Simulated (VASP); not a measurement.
# Ti (Fm-3m) in VASP: further runs

Runs on Ti. Level: BLYP. Tasks: single point, relaxation of cell and atoms.

Everything below comes from runs of VASP 6.6.1. Logs are shortened: lines on timing, memory, paths and dates and some standing lists are left out, and cuts for length are marked.

## Step 1: The cell of the first run

The structure is cubic, space group Fm-3m (No. 225). The conventional cell has a = 4.306 Å, b = 4.306 Å, c = 4.306 Å, α = 90.00°, β = 90.00°, γ = 90.00°. Ti (site symmetry m-3m) has 12 Ti at 3.04 Å within 4.0 Å.

## Step 2: Single point, BLYP (volume scaled by 1.12)

INCAR

```
AGGAC = 1.0 ; AGGAX = 1.0
ALDAC = 0.0 ; ALDAX = 1.0
ALGO = Normal ; EDIFF = 1E-6
ENCUT = 520 ; GGA = B5
ISIF = 2 ; ISMEAR = -1
LASPH = T ; LCHARG = F
LREAL = F ; LWAVE = F
NBANDS = 12 ; NELM = 80
PREC = Accurate ; SIGMA = 0.1
```

KPOINTS

```
k-points
0
Gamma
  15 15 15
```

POSCAR

```
Ti
1.0
    0.0000000000      2.1531056636      2.1531056636
    2.1531056636      0.0000000000      2.1531056636
    2.1531056636      2.1531056636      0.0000000000
Ti
1
Direct
    0.0000000000      0.0000000000      0.0000000000
```

Potentials or basis: VASP PAW PBE potentials, release 64 (Ti_sv).

Command:

```console
$ cat potpaw_PBE.64/Ti_sv/POTCAR > POTCAR
$ mpirun -np 1 vasp_std > vasp.out
```

OUTCAR:

```text
EDIFF = 1E-6
   ENCUT = 520
   GGA = B5
   ISIF = 2
   ISMEAR = -1
   LASPH = T
   LREAL = F
   NELM = 80
   PREC = Accurate

 ion  position               nearest neighbor table
   1  0.000  0.000  0.000-

  LATTYP: Found a face centered cubic cell.
 ALAT       =     4.3062113272

  Lattice vectors:

 A1 = (   0.0000000000,   2.1531056636,   2.1531056636)
 A2 = (   2.1531056636,   0.0000000000,   2.1531056636)
 A3 = (   2.1531056636,   2.1531056636,   0.0000000000)

Analysis of symmetry for initial positions (statically):
=====================================================================
 Subroutine PRICEL returns:
 Original cell was already a primitive cell.

 Routine SETGRP: Setting up the symmetry group for a
 face centered cubic supercell.

 Subroutine GETGRP returns: Found 48 space group operations
 (whereof 48 operations were pure point group operations)
 out of a pool of 48 trial point group operations.

The static configuration has the point symmetry O_h .

Analysis of symmetry for dynamics (positions and initial velocities):
=====================================================================
 Subroutine PRICEL returns:
 Original cell was already a primitive cell.

 Routine SETGRP: Setting up the symmetry group for a
 face centered cubic supercell.

 Subroutine GETGRP returns: Found 48 space group operations
 (whereof 48 operations were pure point group operations)
 out of a pool of 48 trial point group operations.

The dynamic configuration has the point symmetry O_h .

 Subroutine INISYM returns: Found 48 space group operations
 (whereof 48 operations are pure point group operations),
 and found     1 'primitive' translations

----------------------------------------------------------------------------------------

                                     Primitive cell

  volume of cell :      19.9630

  direct lattice vectors                    reciprocal lattice vectors
     0.000000000  2.153105664  2.153105664    -0.232222695  0.232222695  0.232222695
     2.153105664  0.000000000  2.153105664     0.232222695 -0.232222695  0.232222695
     2.153105664  2.153105664  0.000000000     0.232222695  0.232222695 -0.232222695

  length of vectors
     3.044951231  3.044951231  3.044951231     0.402221507  0.402221507  0.402221507

  position of ions in fractional coordinates (direct lattice)
     0.000000000  0.000000000  0.000000000

  ion indices of the primitive-cell ions
   primitive index   ion index
                 1           1
[... 72 lines left out ...]
   EDIFF  = 0.1E-05   stopping-criterion for ELM
   LREAL  =      F    real-space projection
   EDIFFG = 0.1E-04   stopping-criterion for IOM
   NSW    =      0    number of steps for IOM
   IBRION =     -1    ionic relax: 0-MD 1-quasi-New 2-CG
   NFREE  =      0    steps in history (QN), initial steepest desc. (CG)
   ISIF   =      2    stress and relaxation
   ISYM   =      2    0-nonsym 1-usesym 2-fastsym
   POTIM  = 0.5000    time-step for ionic-motion
   TEBEG  =    0.0;   TEEND  =   0.0 temperature during run
   PSTRESS=    0.0 pullay stress
   NELECT =      12.0000    total number of electrons
   NUPDOWN=      -1.0000    fix difference up-down
   EMIN   =  10.00;   EMAX   =-10.00  energy-range for DOS
   EFERMI =   0.00;   METHOD = LEGACY
   ISMEAR =    -1;   SIGMA  =   0.10  broadening in eV -4-tet -1-fermi 0-gaus
   EFERMI_NEDOS =   21; number of points for ismear=-14 and -15
   IALGO  =     38    algorithm
   IMIX   =      4    mixing-type and parameters
     AMIX     =   0.40;   BMIX     =  1.00
     AMIX_MAG =   1.60;   BMIX_MAG =  1.00
  volume/ion in A,a.u.               =      19.96       134.72
  Fermi-wavevector in a.u.,A,eV,Ry     =   1.381635  2.610911 25.972358  1.908914
  Thomas-Fermi vector in A             =   2.506401
   LORBIT       =      0    0 simple, 1 ext, 2 COOP (PROOUT), +10 PAW based schemes
   GGA     = B5    functional components
   LHFCALC =     F    Hartree Fock is set to
   AEXX    =    0.0000 exact exchange contribution
   IVDW    =     0    specifies the selected vdW correction
   LEPSILON=     F    determine dielectric tensor
   LRPA    =     F    only Hartree local field effects (RPA)
 non-spin polarized calculation
  energy-cutoff  :      520.00
  volume of cell :       19.96
 maximum number of plane-waves:       548
   NGX = 11   NGY = 11   NGZ = 11

 number of electron      12.0000003 magnetization

 Free energy of the ion-electron system (eV)
  ---------------------------------------------------
  ext. energy  EPLUGINS =         0.00000000
  ---------------------------------------------------
  free energy    TOTEN  =        -6.67694924 eV

  energy without entropy =       -6.60834761  energy(sigma->0) =       -6.64264843

 E-fermi :   7.2764     XC(G=0): -10.3348

 val. band max:        7.2732842091   @ k =   0.4000   0.0667   0.0000
 cond. band min:       7.2764501447   @ k =  -0.4667   0.1333   0.0667
 fundamental gap:      0.0031659356
 Fermi energy:         7.2763583571

 k-point     1 :       0.0000    0.0000    0.0000
  band No.  band energies     occupation
      1     -49.4268      2.00000
      2     -25.5824      2.00000
      3     -25.5824      2.00000
      4     -25.5824      2.00000
      5       1.7047      2.00000
      6       7.9849      0.00167
      7       7.9849      0.00167
      8       7.9849      0.00167
      9       9.3340      0.00000
     10       9.3340      0.00000
     11      21.8684      0.00000
     12      25.7183      0.00000
[... 331 lines left out ...]
 k-point    24 :       0.2000    0.1333    0.0000
  band No.  band energies     occupation
      1     -49.4022      2.00000
      2     -25.7021      2.00000
      3     -25.6205      2.00000
      4     -25.6171      2.00000
      5       2.7882      2.00000
      6       7.3580      0.61313
      7       8.3552      0.00004
      8       8.4008      0.00003
      9       8.8255      0.00000
     10       9.5388      0.00000
     11      21.6977      0.00000
     12      22.6942      0.00000

 [... further k-points ...]
[... 5 lines left out ...]
  --------------------------------------------------------------------------------------
  -------------------------------------------------------------------------------------
  Total       -1.1436327     -1.1436327     -1.1436327      0.0000000      0.0000000      0.0000000
  in kB      -91.7848734    -91.7848734    -91.7848734      0.0000000      0.0000000      0.0000000
  external PRESSURE =     -91.7848734 kB  Pullay stress =       0.0000000 kB

 VOLUME and BASIS-vectors are now :
 -----------------------------------------------------------------------------
  energy-cutoff  :      520.00
  volume of cell :       19.96
      direct lattice vectors                 reciprocal lattice vectors
     0.000000000  2.153105664  2.153105664    -0.232222695  0.232222695  0.232222695
     2.153105664  0.000000000  2.153105664     0.232222695 -0.232222695  0.232222695
     2.153105664  2.153105664  0.000000000     0.232222695  0.232222695 -0.232222695

 POSITION                                       TOTAL-FORCE (eV/Angst)
 -----------------------------------------------------------------------------------
      0.00000      0.00000      0.00000         0.000000      0.000000      0.000000
 -----------------------------------------------------------------------------------
    total drift:                               -0.000000      0.000000     -0.000000

  FREE ENERGIE OF THE ION-ELECTRON SYSTEM (eV)
  ---------------------------------------------------
  free  energy   TOTEN  =        -6.6769492427 eV

  energy  without entropy=       -6.6083476102  energy(sigma->0) =       -6.64264843
```

Run time: 31 s. Hardware: 1 thread of Intel Xeon 8259CL, shared host; peak memory 0.16 GiB.

What came out:

* Free energy: -6.6769 eV
* Pressure: -9.2 GPa
* Band gap on the k mesh: zero (band 6 reaches 7.98 eV, above the bottom of band 7 at 7.03 eV)

Caveat: the cell differs from its parent crystal (volume scaled by 1.12); the PAW data sets were made with another functional, which shifts forces and pressure a little.

## Step 3: Relaxation of cell and atoms, BLYP

This run uses another cell than the first one, of 17.66 Å³/atom, 0.885 times its volume.

INCAR

```
SYSTEM = Ti
AGGAC = 1.0 ; AGGAX = 1.0
ALDAC = 0.0 ; ALDAX = 1.0
ALGO = Normal ; EDIFF = 1E-6
EDIFFG = -0.01 ; ENCUT = 600
GGA = B5 ; IBRION = 2
ISIF = 3 ; ISMEAR = -1
LASPH = .True. ; LCHARG = .False.
LREAL = .False. ; LWAVE = .False.
NELM = 60 ; NSW = 80
PREC = Accurate ; SIGMA = 0.1
```

KPOINTS

```
k-points
0
Gamma
  13 13 13
  0 0 0
```

POSCAR

```
Ti
1.0
    0.0000000000      2.0668332624      2.0668332624
    2.0668332624      0.0000000000      2.0668332624
    2.0668332624      2.0668332624      0.0000000000
Ti
1
Direct
    0.0000000000      0.0000000000      0.0000000000
```

Potentials or basis: VASP PAW PBE potentials, release 64 (Ti_sv).

Command:

```console
$ cat potpaw_PBE.64/Ti_sv/POTCAR > POTCAR
$ mpirun -np 1 vasp_std > vasp.out
```

It took 60 s on 1 thread of Intel Xeon 8259CL, shared host; peak memory 0.16 GiB.

The run converged. Its results:

- Free energy: -6.7429 eV
- Relaxed volume: 17.82 Å³/atom
- Relaxed cell: a = 2.932 Å, b = 2.932 Å, c = 2.932 Å, α = 60.00°, β = 60.00°, γ = 60.00°
- Space group after relaxing (to 0.05 Å): Fm-3m (No. 225)
- Energy gained by relaxing: 0.5 meV/atom
- Ionic steps: 3
- Pressure after relaxing: 0.0 GPa
- Band gap on the k mesh: zero (band 6 reaches 9.19 eV, above the bottom of band 7 at 7.92 eV)

The path:
```tsv
step	energy change (eV)	largest force (eV/Å)	pressure (GPa)	volume (Å³)
1	0.0000	0.0000	0.94	17.66
2	-0.0003	0.0000	-0.57	17.92
3	-0.0005	0.0000	-0.02	17.82
```

Final structure:
```yaml
crystal:
  lattice:
    - [0.00000, 2.07321, 2.07321]
    - [2.07321, 0.00000, 2.07321]
    - [2.07321, 2.07321, 0.00000]
  atoms:
    - { symbol: Ti, position: [0.00000, 0.00000, 0.00000] }
```

Levels at points of the mesh, in eV from the Fermi level:
```
           k point  band 3  band 4  band 5  band 6  band 7  band 8  band 9  band 10
(0.00, 0.00, 0.00)  -32.58  -32.58   -5.84    0.78    0.78    0.78    2.36     2.36
```

Caveat: the PAW data sets were made with another functional, which shifts forces and pressure a little.

## Step 4: Single point, BLYP

This run uses another cell than the first one, of 17.82 Å³/atom, 0.893 times its volume.

INCAR

```
SYSTEM = Ti
PREC = Accurate ; ENCUT = 520
EDIFF = 1E-6 ; ISMEAR = -1
SIGMA = 0.1 ; LREAL = .FALSE.
LASPH = .TRUE. ; NELM = 80
ALGO = Normal ; ISIF = 2
LWAVE = .FALSE. ; LCHARG = .FALSE.
GGA = B5 ; ALDAX = 1.0
AGGAX = 1.0 ; AGGAC = 1.0
ALDAC = 0.0 ; NBANDS = 12
```

KPOINTS

```
regular mesh
0
G
  21 21 21
  0 0 0
```

POSCAR

```
Ti
1.0
    0.0000000000      2.0732865761      2.0732865761
    2.0732865761      0.0000000000      2.0732865761
    2.0732865761      2.0732865761      0.0000000000
Ti
1
Direct
    0.0000000000      0.0000000000      0.0000000000
```

Command:

```console
$ cat potpaw_PBE.64/Ti_sv/POTCAR > POTCAR
$ mpirun -np 1 vasp_std > vasp.out
```

Run time: 52 s. Hardware: 1 thread of Intel Xeon 8259CL, shared host; peak memory 0.19 GiB.

Results (log left out):

```yaml
Free_energy: -6.7432 eV
Pressure: 0.0 GPa
Band_gap_on_the_k_mesh: zero (band 6 reaches 9.19 eV, above the bottom of band 7 at 7.98 eV)
```

Levels at points of the mesh, in eV from the Fermi level:
| k point | band 4 | band 5 | band 6 | band 7 | band 8 | band 9 |
| --- | --- | --- | --- | --- | --- | --- |
| (0.00, 0.00, 0.00) | -32.58 | -5.85 | 0.78 | 0.78 | 0.78 | 2.36 |

Caveat: the PAW data sets were made with another functional, which shifts forces and pressure a little.

## Step 5: Overview

| task | cell | k mesh | cutoff (eV) | gap on the mesh (eV) | pressure (GPa) |
| --- | --- | --- | --- | --- | --- |
| single point | a = 3.045 Å, angles 60.0°, 1 atom | 15 × 15 × 15 | 520 | none | -9.2 |
| relaxation of cell and atoms | relaxed from a = 2.923 Å, angles 60.0°, 1 atom | 13 × 13 × 13 | 600 | none | 0.0 |
| single point | a = 2.932 Å, angles 60.0°, 1 atom | 21 × 21 × 21 | 520 | none | 0.0 |

Alike in all rows: level BLYP; potentials or basis VASP PAW PBE potentials, release 64 (Ti_sv); no spin polarisation; smearing fermi-dirac 0.1 eV.

Caveats: the PAW data sets were made with another functional, which shifts forces and pressure a little.

Total energies depend on the potentials used, so only differences within one code and one set of settings carry meaning.
